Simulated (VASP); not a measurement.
# Fe (P6_3/mmc) in VASP: a series of runs

Fe is run at these levels: PBEsol; tasks: electric field gradients.

Everything below comes from runs of VASP 6.6.1. Logs are shortened: lines on timing, memory, paths and dates and some standing lists are left out, and cuts for length are marked.

### Step 1. The cell of the first run

It takes space group P6_3/mmc (No. 194, hexagonal). The conventional cell has a = 2.418 Å, b = 2.418 Å, c = 3.816 Å, α = 90.00°, β = 90.00°, γ = 120.00°. Within 3.1 Å of Fe (site symmetry -6m2) lie 12 Fe at 2.36 to 2.42 Å.

### Step 2. Electric field gradients, PBEsol (volume scaled by 0.98)

Contents of INCAR:

```
  PREC = Accurate
  ENCUT = 520
  EDIFF = 1E-8
  ISMEAR = -1
  SIGMA = 0.08
  LREAL = False
  LASPH = True
  NELM = 60
  ALGO = Normal
  ISIF = 2
  LWAVE = False
  LCHARG = False
  GGA = PS
  LEFG = True
  NBANDS = 15
```

Contents of KPOINTS:

```
Automatic mesh
0
Gamma
  17 17 10
```

Contents of POSCAR:

```
Fe
1.0
    2.4178204650      0.0000000000      0.0000000000
   -1.2089102325      2.0938939445      0.0000000000
    0.0000000000      0.0000000000      3.8161488980
Fe
2
Direct
    0.3333333333      0.6666666667      0.2500000000
    0.6666666667      0.3333333333      0.7500000000
```

Potentials or basis: VASP PAW PBE potentials, release 64 (Fe).

Run with:

```sh
$ cat potpaw_PBE.64/Fe/POTCAR > POTCAR
$ mpirun -np 1 vasp_std > vasp.out
```

OUTCAR:

```text
PREC = Accurate
   ENCUT = 520
   EDIFF = 1E-8
   ISMEAR = -1
   LREAL = False
   LASPH = True
   NELM = 60
   ISIF = 2
   GGA = PS

 ion  position               nearest neighbor table
   1  0.333  0.667  0.250-   2 2.36   2 2.36   2 2.36   2 2.36   2 2.36   2 2.36
   2  0.667  0.333  0.750-   1 2.36   1 2.36   1 2.36   1 2.36   1 2.36   1 2.36

  LATTYP: Found a hexagonal cell.
 ALAT       =     2.4178204650
 C/A-ratio  =     1.5783425417

  Lattice vectors:

 A1 = (   2.4178204650,   0.0000000000,   0.0000000000)
 A2 = (  -1.2089102325,   2.0938939445,   0.0000000000)
 A3 = (   0.0000000000,   0.0000000000,   3.8161488980)

Analysis of symmetry for initial positions (statically):
=====================================================================
 Subroutine PRICEL returns:
 Original cell was already a primitive cell.

 Routine SETGRP: Setting up the symmetry group for a
 hexagonal supercell.

 Subroutine GETGRP returns: Found 24 space group operations
 (whereof 12 operations were pure point group operations)
 out of a pool of 24 trial point group operations.

The static configuration has the point symmetry D_3d.
 The point group associated with its full space group is D_6h.

Analysis of symmetry for dynamics (positions and initial velocities):
=====================================================================
 Subroutine PRICEL returns:
 Original cell was already a primitive cell.

 Routine SETGRP: Setting up the symmetry group for a
 hexagonal supercell.

 Subroutine GETGRP returns: Found 24 space group operations
 (whereof 12 operations were pure point group operations)
 out of a pool of 24 trial point group operations.

The dynamic configuration has the point symmetry D_3d.
 The point group associated with its full space group is D_6h.

 Subroutine INISYM returns: Found 24 space group operations
 (whereof 12 operations are pure point group operations),
 and found     1 'primitive' translations

----------------------------------------------------------------------------------------

                                     Primitive cell

  volume of cell :      19.3199

  direct lattice vectors                    reciprocal lattice vectors
     2.417820465  0.000000000  0.000000000     0.413595639  0.238789553  0.000000000
    -1.208910233  2.093893944  0.000000000     0.000000000  0.477579107  0.000000000
     0.000000000  0.000000000  3.816148898     0.000000000  0.000000000  0.262044283

  length of vectors
     2.417820465  2.417820465  3.816148898     0.477579107  0.477579107  0.262044283

  position of ions in fractional coordinates (direct lattice)
     0.333333333  0.666666667  0.250000000
     0.666666667  0.333333333  0.750000000

  ion indices of the primitive-cell ions
   primitive index   ion index
                 1           1
                 2           2

----------------------------------------------------------------------------------------

 KPOINTS: Automatic mesh

Automatic generation of k-mesh.
 Grid dimensions read from file:
 generate k-points for:   17   17   10

 Generating k-lattice:

  Cartesian coordinates                     Fractional coordinates (reciprocal lattice)
     0.024329155  0.014046444  0.000000000     0.058823529  0.000000000  0.000000000
     0.000000000  0.028092889  0.000000000     0.000000000  0.058823529  0.000000000
     0.000000000  0.000000000  0.026204428     0.000000000  0.000000000  0.100000000

  Length of vectors
     0.028092889  0.028092889  0.026204428

  Shift w.r.t. Gamma in fractional coordinates (k-lattice)
     0.000000000  0.000000000  0.000000000

 Subroutine IBZKPT returns following result:
 ===========================================

 Found    198 irreducible k-points:

 Following reciprocal coordinates:
            Coordinates               Weight
  0.000000  0.000000  0.000000      1.000000
  0.058824 -0.000000  0.000000      6.000000
  0.117647  0.000000  0.000000      6.000000
  0.176471  0.000000  0.000000      6.000000
  0.235294  0.000000  0.000000      6.000000
  0.294118 -0.000000  0.000000      6.000000
[... 16 lines left out ...]
  0.411765  0.117647  0.000000     12.000000
  0.176471  0.176471  0.000000      6.000000
 [... further k-points ...]
   k-points           NKPTS =    198   k-points in BZ     NKDIM =    198   number of bands    NBANDS=     15
   number of dos      NEDOS =    301   number of ions     NIONS =      2
   total plane-waves  NPLWV =   9072
   dimension x,y,z NGX =    18 NGY =   18 NGZ =   28
   dimension x,y,z NGXF=    36 NGYF=   36 NGZF=   56
   ions per type =               2
   NGX,Y,Z   is equivalent  to a cutoff of  12.38, 12.38, 12.20 a.u.
   NGXF,Y,Z  is equivalent  to a cutoff of  24.75, 24.75, 24.40 a.u.
 SYSTEM =  unknown system
   PREC   = accura    normal or accurate (medium, high low for compatibility)
   ISTART =      0    job   : 0-new  1-cont  2-samecut
   ICHARG =      2    charge: 1-file 2-atom 10-const
   ISPIN  =      1    spin polarized calculation?
   LNONCOLLINEAR =      F non collinear calculations
   LSORBIT =      F    spin-orbit coupling
   LASPH  =      T    aspherical Exc in radial PAW
   ENCUT  =  520.0 eV  38.22 Ry    6.18 a.u.   4.50  4.50  7.10*2*pi/ulx,y,z
   NELM   =     60;   NELMIN=  2; NELMDL= -5     # of ELM steps
   EDIFF  = 0.1E-07   stopping-criterion for ELM
   LREAL  =      F    real-space projection
   EDIFFG = 0.1E-06   stopping-criterion for IOM
   NSW    =      0    number of steps for IOM
   IBRION =     -1    ionic relax: 0-MD 1-quasi-New 2-CG
   NFREE  =      0    steps in history (QN), initial steepest desc. (CG)
   ISIF   =      2    stress and relaxation
   ISYM   =      2    0-nonsym 1-usesym 2-fastsym
   POTIM  = 0.5000    time-step for ionic-motion
   TEBEG  =    0.0;   TEEND  =   0.0 temperature during run
   PSTRESS=    0.0 pullay stress
   NELECT =      16.0000    total number of electrons
   NUPDOWN=      -1.0000    fix difference up-down
   EMIN   =  10.00;   EMAX   =-10.00  energy-range for DOS
   EFERMI =   0.00;   METHOD = LEGACY
   ISMEAR =    -1;   SIGMA  =   0.08  broadening in eV -4-tet -1-fermi 0-gaus
   EFERMI_NEDOS =   21; number of points for ismear=-14 and -15
   IALGO  =     38    algorithm
   IMIX   =      4    mixing-type and parameters
     AMIX     =   0.40;   BMIX     =  1.00
     AMIX_MAG =   1.60;   BMIX_MAG =  1.00
  volume/ion in A,a.u.               =       9.66        65.19
  Fermi-wavevector in a.u.,A,eV,Ry     =   1.537376  2.905220 32.157716  2.363525
  Thomas-Fermi vector in A             =   2.643894
   LORBIT       =      0    0 simple, 1 ext, 2 COOP (PROOUT), +10 PAW based schemes
   GGA     = PS    functional components
   LHFCALC =     F    Hartree Fock is set to
   AEXX    =    0.0000 exact exchange contribution
   IVDW    =     0    specifies the selected vdW correction
   LEPSILON=     F    determine dielectric tensor
   LRPA    =     F    only Hartree local field effects (RPA)
 non-spin polarized calculation
  energy-cutoff  :      520.00
  volume of cell :       19.32
 maximum number of plane-waves:       540
 NGX is ok and might be reduce to    18
   NGX =  9   NGY =  9   NGZ = 15

 number of electron      15.9999996 magnetization

 Free energy of the ion-electron system (eV)
  ---------------------------------------------------
  ext. energy  EPLUGINS =         0.00000000
  ---------------------------------------------------
  free energy    TOTEN  =       -17.89129599 eV

  energy without entropy =      -17.83957863  energy(sigma->0) =      -17.86543731

 E-fermi :   7.3698     XC(G=0): -14.2680

 val. band max:        7.3679044114   @ k =   0.2941  -0.0000   0.0000
 cond. band min:       7.3767781891   @ k =   0.2941  -0.0000   0.1000
 fundamental gap:      0.0088737777
 Fermi energy:         7.3697929281

 k-point     1 :       0.0000    0.0000    0.0000
  band No.  band energies     occupation
      1      -1.9061      2.00000
      2       2.0752      2.00000
      3       5.5694      2.00000
      4       5.5694      2.00000
      5       5.7228      2.00000
      6       6.0813      2.00000
      7       6.0813      2.00000
      8       6.4456      1.99998
      9       6.4456      1.99998
     10       7.9175      0.00212
     11       8.1421      0.00013
     12       8.1421      0.00013
     13      16.6981      0.00000
     14      29.6644      0.00000
     15      33.5091      0.00000
[... 397 lines left out ...]
 k-point    24 :       0.1765    0.1765    0.0000
  band No.  band energies     occupation
      1       1.2085      2.00000
      2       3.4286      2.00000
      3       3.7742      2.00000
      4       3.9583      2.00000
      5       5.3151      2.00000
      6       5.7420      2.00000
      7       6.1643      2.00000
      8       6.8627      1.99647
      9       7.4845      0.38510
     10       8.0554      0.00038
     11       8.3768      0.00001
     12      15.0618      0.00000
     13      17.0812      0.00000
     14      21.2849      0.00000
     15      22.1229      0.00000

 [... further k-points ...]
[... 5 lines left out ...]
  --------------------------------------------------------------------------------------
  -------------------------------------------------------------------------------------
  Total        0.5661118      0.5661118      0.6927978      0.0000000      0.0000000      0.0000000
  in kB       46.9470997     46.9470997     57.4530475      0.0000000      0.0000000      0.0000000
  external PRESSURE =      50.4490823 kB  Pullay stress =       0.0000000 kB

 VOLUME and BASIS-vectors are now :
 -----------------------------------------------------------------------------
  energy-cutoff  :      520.00
  volume of cell :       19.32
      direct lattice vectors                 reciprocal lattice vectors
     2.417820465  0.000000000  0.000000000     0.413595639  0.238789553  0.000000000
    -1.208910233  2.093893944  0.000000000     0.000000000  0.477579107  0.000000000
     0.000000000  0.000000000  3.816148898     0.000000000  0.000000000  0.262044283

 POSITION                                       TOTAL-FORCE (eV/Angst)
 -----------------------------------------------------------------------------------
     -0.00000      1.39593      0.95404        -0.000000      0.000000      0.000000
      1.20891      0.69796      2.86211         0.000000     -0.000000      0.000000
 -----------------------------------------------------------------------------------
    total drift:                                0.000000     -0.000000     -0.000000

  FREE ENERGIE OF THE ION-ELECTRON SYSTEM (eV)
  ---------------------------------------------------
  free  energy   TOTEN  =       -17.8912959853 eV

  energy  without entropy=      -17.8395786331  energy(sigma->0) =      -17.86543731

 Electric field gradients (V/A^2)
---------------------------------------------------------------------
 ion       V_xx      V_yy      V_zz      V_xy      V_xz      V_yz
---------------------------------------------------------------------
   1       4.234     4.235    -8.469     0.001     0.000    -0.000
   2       4.234     4.235    -8.469     0.001    -0.000     0.000
---------------------------------------------------------------------

 Electric field gradients after diagonalization (V/A^2)
 (convention: |V_zz| > |V_xx| > |V_yy|)
----------------------------------------------------------------------
 ion       V_xx      V_yy      V_zz     asymmetry (V_yy - V_xx)/ V_zz
----------------------------------------------------------------------
   1       4.235     4.234    -8.469       0.000
   2       4.235     4.234    -8.469       0.000
----------------------------------------------------------------------

           NMR quadrupolar parameters

 Cq : quadrupolar parameter    Cq=e*Q*V_zz/h
 eta: asymmetry parameters     (V_yy - V_xx)/ V_zz
 Q  : nuclear electric quadrupole moment in mb (millibarn)
----------------------------------------------------------------------
 ion       Cq(MHz)       eta       Q (mb)
----------------------------------------------------------------------
   1      -0.020       0.000       1.000
   2      -0.020       0.000       1.000
----------------------------------------------------------------------
```

It took 41 s on 1 thread of Intel Xeon Platinum 8124M at 3.00GHz (Skylake/Cascade Lake), shared host; peak memory 0.16 GiB.

What came out:

- Free energy: -17.8913 eV
- Pressure: 5.0 GPa
- Band gap on the k mesh: zero (band 8 reaches 8.27 eV, above the bottom of band 9 at 6.30 eV)

Stress tensor (GPa, compression positive):
```
4.69 0.00 0.00
0.00 4.69 0.00
0.00 0.00 5.75
```

Electric field gradients, principal values (V/Å²):
```
atom  least  middle  greatest (by size)
1 Fe  4.234   4.235              -8.469
2 Fe  4.234   4.235              -8.469
```

Caveat: the cell differs from its parent crystal (volume scaled by 0.98); without QUAD_EFG the Cq values of the log hold for a quadrupole moment of 1 mb, not for the nuclei; the PAW data sets were made with another functional, which shifts forces and pressure a little; the run has no spin polarisation, though such a crystal can be magnetic. Spin polarisation is off, so any magnetic state and its effect on volume and gap are missing.

### Step 3. Electric field gradients, PBEsol

This run uses another cell than the first one, of 9.86 Å³/atom, 1.020 times its volume.

Contents of INCAR:

```
PREC     = Accurate       # precision mode
ENCUT    = 520            # plane-wave cutoff, eV
EDIFF    = 1E-8           # SCF threshold, eV
ISMEAR   = -1             # smearing method
SIGMA    = 0.08           # smearing width, eV
LREAL    = F              # projectors in reciprocal space
LASPH    = T              # aspherical terms in the spheres
NELM     = 100            # most SCF steps
ALGO     = Normal         # electronic algorithm
ISIF     = 2              # what is computed and relaxed
LWAVE    = F              # write WAVECAR
LCHARG   = F              # write CHGCAR
GGA      = PS             # functional
LEFG     = T            
NBANDS   = 15             # bands
```

KPOINTS is that of step 2.

Contents of POSCAR:

```
Fe
1.0
    2.4341575853      0.0000000000      0.0000000000
   -1.2170787927      2.1080423057      0.0000000000
    0.0000000000      0.0000000000      3.8419344700
Fe
2
Direct
    0.3333333333      0.6666666667      0.2500000000
    0.6666666667      0.3333333333      0.7500000000
```

Potentials or basis: VASP PAW PBE potentials, release 64 (Fe).

Run with:

```sh
$ cat potpaw_PBE.64/Fe/POTCAR > POTCAR
$ mpirun -np 1 vasp_std > vasp.out
```

OUTCAR:

```text
PREC = Accurate
   ENCUT = 520
   EDIFF = 1E-8
   ISMEAR = -1
   LREAL = F
   LASPH = T
   NELM = 100
   ISIF = 2
   GGA = PS

 ion  position               nearest neighbor table
   1  0.333  0.667  0.250-   2 2.38   2 2.38   2 2.38   2 2.38   2 2.38   2 2.38
   2  0.667  0.333  0.750-   1 2.38   1 2.38   1 2.38   1 2.38   1 2.38   1 2.38

  LATTYP: Found a hexagonal cell.
 ALAT       =     2.4341575853
 C/A-ratio  =     1.5783425417

  Lattice vectors:

 A1 = (   2.4341575853,   0.0000000000,   0.0000000000)
 A2 = (  -1.2170787927,   2.1080423057,   0.0000000000)
 A3 = (   0.0000000000,   0.0000000000,   3.8419344700)

Analysis of symmetry for initial positions (statically):
=====================================================================
 Subroutine PRICEL returns:
 Original cell was already a primitive cell.

 Routine SETGRP: Setting up the symmetry group for a
 hexagonal supercell.

 Subroutine GETGRP returns: Found 24 space group operations
 (whereof 12 operations were pure point group operations)
 out of a pool of 24 trial point group operations.

The static configuration has the point symmetry D_3d.
 The point group associated with its full space group is D_6h.

Analysis of symmetry for dynamics (positions and initial velocities):
=====================================================================
 Subroutine PRICEL returns:
 Original cell was already a primitive cell.

 Routine SETGRP: Setting up the symmetry group for a
 hexagonal supercell.

 Subroutine GETGRP returns: Found 24 space group operations
 (whereof 12 operations were pure point group operations)
 out of a pool of 24 trial point group operations.

[... 169 lines left out ...]
     12       7.8796      0.00017
     13      16.2426      0.00000
     14      29.2626      0.00000
[... 401 lines left out ...]
      2       3.2933      2.00000
      3       3.6335      2.00000
      4       3.8176      2.00000
      5       5.1356      2.00000
      6       5.5480      2.00000
      7       5.9566      2.00000
      8       6.6377      1.99571
      9       7.2415      0.39356
     10       7.7932      0.00050
     11       8.1063      0.00001
     12      14.6747      0.00000
     13      16.6502      0.00000
     14      20.8287      0.00000
     15      21.6242      0.00000

 [... further k-points ...]
[... 5 lines left out ...]
  --------------------------------------------------------------------------------------
  -------------------------------------------------------------------------------------
  Total       -0.2292565     -0.2292565     -0.1373911      0.0000000      0.0000000      0.0000000
  in kB      -18.6317767    -18.6317767    -11.1658386      0.0000000      0.0000000      0.0000000
  external PRESSURE =     -16.1431307 kB  Pullay stress =       0.0000000 kB

 VOLUME and BASIS-vectors are now :
 -----------------------------------------------------------------------------
  energy-cutoff  :      520.00
  volume of cell :       19.71
      direct lattice vectors                 reciprocal lattice vectors
     2.434157585  0.000000000  0.000000000     0.410819746  0.237186891  0.000000000
    -1.217078793  2.108042306  0.000000000     0.000000000  0.474373781  0.000000000
     0.000000000  0.000000000  3.841934470     0.000000000  0.000000000  0.260285543

 POSITION                                       TOTAL-FORCE (eV/Angst)
 -----------------------------------------------------------------------------------
     -0.00000      1.40536      0.96048         0.000000      0.000000      0.000000
      1.21708      0.70268      2.88145         0.000000     -0.000000      0.000000
 -----------------------------------------------------------------------------------
    total drift:                                0.000000     -0.000000     -0.000000

  FREE ENERGIE OF THE ION-ELECTRON SYSTEM (eV)
  ---------------------------------------------------
  free  energy   TOTEN  =       -17.8953620543 eV

  energy  without entropy=      -17.8421425514  energy(sigma->0) =      -17.86875230

 Electric field gradients (V/A^2)
---------------------------------------------------------------------
 ion       V_xx      V_yy      V_zz      V_xy      V_xz      V_yz
---------------------------------------------------------------------
   1       4.083     4.083    -8.167     0.000     0.000    -0.000
   2       4.083     4.083    -8.167     0.000    -0.000     0.000
---------------------------------------------------------------------

 Electric field gradients after diagonalization (V/A^2)
 (convention: |V_zz| > |V_xx| > |V_yy|)
----------------------------------------------------------------------
 ion       V_xx      V_yy      V_zz     asymmetry (V_yy - V_xx)/ V_zz
----------------------------------------------------------------------
   1       4.084     4.083    -8.167       0.000
   2       4.084     4.083    -8.167       0.000
----------------------------------------------------------------------

           NMR quadrupolar parameters

 Cq : quadrupolar parameter    Cq=e*Q*V_zz/h
 eta: asymmetry parameters     (V_yy - V_xx)/ V_zz
 Q  : nuclear electric quadrupole moment in mb (millibarn)
----------------------------------------------------------------------
 ion       Cq(MHz)       eta       Q (mb)
----------------------------------------------------------------------
   1      -0.020       0.000       1.000
   2      -0.020       0.000       1.000
----------------------------------------------------------------------
```

It took 45 s on 1 thread of Intel Xeon Platinum 8124M at 3.00GHz (Skylake/Cascade Lake), shared host; peak memory 0.16 GiB.

Results:

```yaml
Free_energy: -17.8954 eV
Pressure: -1.6 GPa
Band_gap_on_the_k_mesh: zero (band 8 reaches 8.01 eV, above the bottom of band 9 at 6.09 eV)
```

Stress tensor (GPa, compression positive):
```
-1.86  0.00  0.00
 0.00 -1.86  0.00
 0.00  0.00 -1.12
```

Electric field gradients, principal values (V/Å²):
```csv
atom,least,middle,greatest (by size)
1 Fe,4.083,4.084,-8.167
2 Fe,4.083,4.084,-8.167
```

Caveat: without QUAD_EFG the Cq values of the log hold for a quadrupole moment of 1 mb, not for the nuclei; the PAW data sets were made with another functional, which shifts forces and pressure a little; the run has no spin polarisation, though such a crystal can be magnetic. Spin polarisation is off, so any magnetic state and its effect on volume and gap are missing.

(Part 1 of 2 ends here.)
